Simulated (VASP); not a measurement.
# Ag (I4/mmm) in VASP: notebook

Ag is run at these levels: PBE; tasks: single point.

Program: VASP 6.6.1. These are calculated values, not measurements. Logs are shortened: lines on timing, memory, paths and dates and some standing lists are left out, and cuts for length are marked.

## (1) The cell of the first run

It takes space group I4/mmm (No. 139, tetragonal). The conventional cell has a = 2.889 Å, b = 2.889 Å, c = 4.209 Å, α = 90.00°, β = 90.00°, γ = 90.00°. Ag (site symmetry 4/mmm) has 12 Ag at 2.89 to 2.93 Å within 3.8 Å.

## (2) Single point, PBE (zz strain of +3 %)

Input file INCAR:

```
SYSTEM = Ag
ALGO     = Normal         ! electronic algorithm
EDIFF    = 1E-6           ! SCF threshold, eV
ENCUT    = 520            ! plane-wave cutoff, eV
GGA      = PE             ! functional
ISIF     = 2              ! what is computed and relaxed
ISMEAR   = -1             ! smearing method
LASPH    = .True.         ! aspherical terms in the spheres
LCHARG   = .True.         ! write CHGCAR
LELF     = .True.         ! ELF
LREAL    = .False.        ! projectors in reciprocal space
LVHAR    = .True.       
LWAVE    = .False.        ! write WAVECAR
NBANDS   = 12             ! bands
NELM     = 80             ! most SCF steps
PREC     = Accurate       ! precision mode
SIGMA    = 0.05           ! smearing width, eV
```

Input file KPOINTS:

```
k-points
0
Gamma
  15 15 15
  0 0 0
```

Input file POSCAR:

```
Ag
1.0
    0.0000000000      2.0431000000      2.1043930000
    2.0431000000      0.0000000000      2.1043930000
    2.0431000000      2.0431000000      0.0000000000
Ag
1
Direct
    0.0000000000      0.0000000000      0.0000000000
```

Potentials or basis: VASP PAW PBE potentials, release 64 (Ag).

Launch:

```sh
$ cat potpaw_PBE.64/Ag/POTCAR > POTCAR
$ mpirun -np 1 vasp_std > vasp.out
```

OUTCAR:

```text
SYSTEM = Ag
   EDIFF = 1E-6
   ENCUT = 520
   GGA = PE
   ISIF = 2
   ISMEAR = -1
   LASPH = .True.
   LREAL = .False.
   NELM = 80
   PREC = Accurate

 ion  position               nearest neighbor table
   1  0.000  0.000  0.000-

  LATTYP: Found a body centered tetragonal cell.
 ALAT       =     2.8893797293
 C/A-ratio  =     1.4566399692

  Lattice vectors:

 A1 = (  -2.0431000000,   0.0000000000,   2.1043930000)
 A2 = (   2.0431000000,   0.0000000000,   2.1043930000)
 A3 = (   0.0000000000,   2.0431000000,  -2.1043930000)

Analysis of symmetry for initial positions (statically):
=====================================================================
 Subroutine PRICEL returns:
 Original cell was already a primitive cell.

 Routine SETGRP: Setting up the symmetry group for a
 body centered tetragonal supercell.

 Subroutine GETGRP returns: Found 16 space group operations
 (whereof 16 operations were pure point group operations)
 out of a pool of 16 trial point group operations.

The static configuration has the point symmetry D_4h.

Analysis of symmetry for dynamics (positions and initial velocities):
=====================================================================
 Subroutine PRICEL returns:
 Original cell was already a primitive cell.

 Routine SETGRP: Setting up the symmetry group for a
 body centered tetragonal supercell.

 Subroutine GETGRP returns: Found 16 space group operations
 (whereof 16 operations were pure point group operations)
 out of a pool of 16 trial point group operations.

The dynamic configuration has the point symmetry D_4h.

 Subroutine INISYM returns: Found 16 space group operations
 (whereof 16 operations are pure point group operations),
 and found     1 'primitive' translations

----------------------------------------------------------------------------------------

                                     Primitive cell

  volume of cell :      17.5686

  direct lattice vectors                    reciprocal lattice vectors
     0.000000000  2.043100000  2.104393000    -0.244726151  0.244726151  0.237598205
     2.043100000  0.000000000  2.104393000     0.244726151 -0.244726151  0.237598205
     2.043100000  2.043100000  0.000000000     0.244726151  0.244726151 -0.237598205

  length of vectors
     2.933040659  2.933040659  2.889379729     0.419803151  0.419803151  0.419803151

  position of ions in fractional coordinates (direct lattice)
     0.000000000  0.000000000  0.000000000

  ion indices of the primitive-cell ions
   primitive index   ion index
                 1           1

[... 83 lines left out ...]
   NUPDOWN=      -1.0000    fix difference up-down
   EMIN   =  10.00;   EMAX   =-10.00  energy-range for DOS
   EFERMI =   0.00;   METHOD = LEGACY
   ISMEAR =    -1;   SIGMA  =   0.05  broadening in eV -4-tet -1-fermi 0-gaus
   EFERMI_NEDOS =   21; number of points for ismear=-14 and -15
   IALGO  =     38    algorithm
   IMIX   =      4    mixing-type and parameters
     AMIX     =   0.40;   BMIX     =  1.00
     AMIX_MAG =   1.60;   BMIX_MAG =  1.00
  volume/ion in A,a.u.               =      17.57       118.56
  Fermi-wavevector in a.u.,A,eV,Ry     =   1.400534  2.646626 26.687771  1.961496
  Thomas-Fermi vector in A             =   2.523485
   LORBIT       =      0    0 simple, 1 ext, 2 COOP (PROOUT), +10 PAW based schemes
   GGA     = PE    functional components
   LHFCALC =     F    Hartree Fock is set to
   AEXX    =    0.0000 exact exchange contribution
   IVDW    =     0    specifies the selected vdW correction
   LEPSILON=     F    determine dielectric tensor
   LRPA    =     F    only Hartree local field effects (RPA)
 non-spin polarized calculation
  energy-cutoff  :      520.00
  volume of cell :       17.57
 maximum number of plane-waves:       495
 NGX is ok and might be reduce to    24
   NGX = 11   NGY = 11   NGZ = 11

 number of electron      10.9999997 magnetization

 Free energy of the ion-electron system (eV)
  ---------------------------------------------------
  ext. energy  EPLUGINS =         0.00000000
  ---------------------------------------------------
  free energy    TOTEN  =        -2.71376992 eV

  energy without entropy =       -2.71075832  energy(sigma->0) =       -2.71226412

 E-fermi :   8.1449     XC(G=0): -12.0323

 val. band max:        8.1404147945   @ k =  -0.2667   0.0667   0.2667
 cond. band min:       8.1698432217   @ k =  -0.4000  -0.0000   0.1333
 fundamental gap:      0.0294284273
 Fermi energy:         8.1448778314

 k-point     1 :       0.0000    0.0000    0.0000
  band No.  band energies     occupation
      1       0.4707      2.00000
      2       3.1981      2.00000
      3       3.3807      2.00000
      4       3.3807      2.00000
      5       4.2027      2.00000
      6       4.3878      2.00000
      7      23.9904      0.00000
      8      27.1467      0.00000
      9      27.4973      0.00000
     10      27.4973      0.00000
     11      32.1110      0.00000
     12      32.9620      0.00000
[... 331 lines left out ...]
 k-point    24 :       0.2000    0.1333    0.0000
  band No.  band energies     occupation
      1       1.5421      2.00000
      2       2.8653      2.00000
      3       3.6656      2.00000
      4       3.7509      2.00000
      5       4.0252      2.00000
      6       4.5420      2.00000
      7      22.9881      0.00000
      8      24.6068      0.00000
      9      24.9165      0.00000
     10      26.2420      0.00000
     11      29.1317      0.00000
     12      33.0681      0.00000

 [... further k-points ...]

------------------------ aborting loop because EDIFF is reached ----------------------------------------

  FORCE on cell =-STRESS in cart. coord.  units (eV):
  Direction    XX          YY          ZZ          XY          YZ          ZX
  --------------------------------------------------------------------------------------
  -------------------------------------------------------------------------------------
  Total        0.1652338      0.1652338      0.1007110      0.0000000      0.0000000      0.0000000
  in kB       15.0686181     15.0686181      9.1844147      0.0000000      0.0000000      0.0000000
  external PRESSURE =      13.1072170 kB  Pullay stress =       0.0000000 kB

 VOLUME and BASIS-vectors are now :
 -----------------------------------------------------------------------------
  energy-cutoff  :      520.00
  volume of cell :       17.57
      direct lattice vectors                 reciprocal lattice vectors
     0.000000000  2.043100000  2.104393000    -0.244726151  0.244726151  0.237598205
     2.043100000  0.000000000  2.104393000     0.244726151 -0.244726151  0.237598205
     2.043100000  2.043100000  0.000000000     0.244726151  0.244726151 -0.237598205

 POSITION                                       TOTAL-FORCE (eV/Angst)
 -----------------------------------------------------------------------------------
      0.00000      0.00000      0.00000         0.000000      0.000000      0.000000
 -----------------------------------------------------------------------------------
    total drift:                               -0.000000      0.000000     -0.000000

  FREE ENERGIE OF THE ION-ELECTRON SYSTEM (eV)
  ---------------------------------------------------
  free  energy   TOTEN  =        -2.7137699199 eV

  energy  without entropy=       -2.7107583160  energy(sigma->0) =       -2.71226412
```

OSZICAR:

```text
N       E                     dE             d eps       ncg     rms          rms(c)
DAV:   1     0.517503597652E+02    0.51750E+02   -0.54399E+03  6968   0.822E+02
DAV:   2    -0.213460639332E+01   -0.53885E+02   -0.50708E+02  7968   0.192E+02
DAV:   3    -0.295944062219E+01   -0.82483E+00   -0.82431E+00  8224   0.252E+01
DAV:   4    -0.296192637745E+01   -0.24858E-02   -0.24857E-02  7980   0.144E+00
DAV:   5    -0.296194619163E+01   -0.19814E-04   -0.19814E-04  8240   0.117E-01    0.483E+00
DAV:   6    -0.272346523163E+01    0.23848E+00   -0.95926E-01  7524   0.872E+00    0.318E+00
DAV:   7    -0.271642236600E+01    0.70429E-02   -0.82867E-03  8028   0.867E-01    0.181E+00
DAV:   8    -0.271375730492E+01    0.26651E-02   -0.70452E-04  7796   0.202E-01    0.829E-02
DAV:   9    -0.271376481111E+01   -0.75062E-05   -0.87177E-06  8104   0.220E-02    0.253E-02
DAV:  10    -0.271377032375E+01   -0.55126E-05   -0.41316E-06  7844   0.192E-02    0.504E-03
DAV:  11    -0.271376991989E+01    0.40385E-06   -0.83684E-08  4300   0.244E-03
   1 F= -.27137699E+01 E0= -.27122641E+01  d E =-.301160E-02
```

stdout:

```text
POSCAR found type information on POSCAR Ag
 POSCAR found :  1 types and       1 ions
 scaLAPACK will be used
 LDA part: xc-table for (Slater+PW92), standard interpolation
 POSCAR, INCAR and KPOINTS ok, starting setup
 FFT: planning ... GRIDC
 FFT: planning ... GRID_SOFT
 FFT: planning ... GRID
 WAVECAR not read
 entering main loop
```

Run time: 16 s. Hardware: 1 thread of Intel Xeon 6975P-C (Granite Rapids), shared host; peak memory 0.18 GiB.

What came out:

* Free energy: -2.7138 eV
* Pressure: 1.3 GPa
* Band gap on the k mesh: zero (an odd number of electrons rules out a gap without spin polarisation)

Stress tensor (GPa, compression positive):
```
1.51 0.00 0.00
0.00 1.51 0.00
0.00 0.00 0.92
```

Levels at points of the mesh, in eV from the Fermi level:
```csv
k point,band 2,band 3,band 4,band 5,band 6,band 7,band 8,band 9,band 10,band 11
"(0.00, 0.00, 0.00)",-4.95,-4.76,-4.76,-3.94,-3.76,15.85,19.00,19.35,19.35,23.97
```

Caveat: the cell differs from its parent crystal (zz strain of +3 %).

## (3) Single point, PBE (equal xx and yy strain of +2 %)

Input file INCAR:

```
PREC = Accurate
ENCUT = 520
EDIFF = 1E-7
ISMEAR = -1
SIGMA = 0.05
LREAL = F
LASPH = T
NELM = 80
ALGO = Normal
ISIF = 2
LWAVE = F
LCHARG = T
GGA = PE
LELF = T
LVHAR = T
NBANDS = 12
```

Input file KPOINTS:

```
Automatic mesh
0
Gamma
  15 15 15
```

Input file POSCAR:

```
Ag
1.0
    0.0000000000      2.0839620000      2.0431000000
    2.0839620000      0.0000000000      2.0431000000
    2.0839620000      2.0839620000      0.0000000000
Ag
1
Direct
    0.0000000000      0.0000000000      0.0000000000
```

Potentials or basis: VASP PAW PBE potentials, release 64 (Ag).

Launch:

```sh
$ cat potpaw_PBE.64/Ag/POTCAR > POTCAR
$ mpirun -np 1 vasp_std > vasp.out
```

Run time: 17 s. Hardware: 1 thread of Intel Xeon 6975P-C (Granite Rapids), shared host; peak memory 0.19 GiB.

It converged, with:

```
Free energy            : -2.7151 eV
Pressure               : 0.3 GPa
Band gap on the k mesh : zero (an odd number of electrons rules out a gap without spin polarisation)
```

Levels at points of the mesh, in eV from the Fermi level:
| k point | band 3 | band 4 | band 5 | band 6 | band 7 | band 8 | band 9 | band 10 |
| --- | --- | --- | --- | --- | --- | --- | --- | --- |
| (0.00, 0.00, 0.00) | -4.83 | -4.72 | -3.89 | -3.78 | 15.81 | 19.07 | 19.07 | 19.30 |

Caveat: the cell differs from its parent crystal (equal xx and yy strain of +2 %).
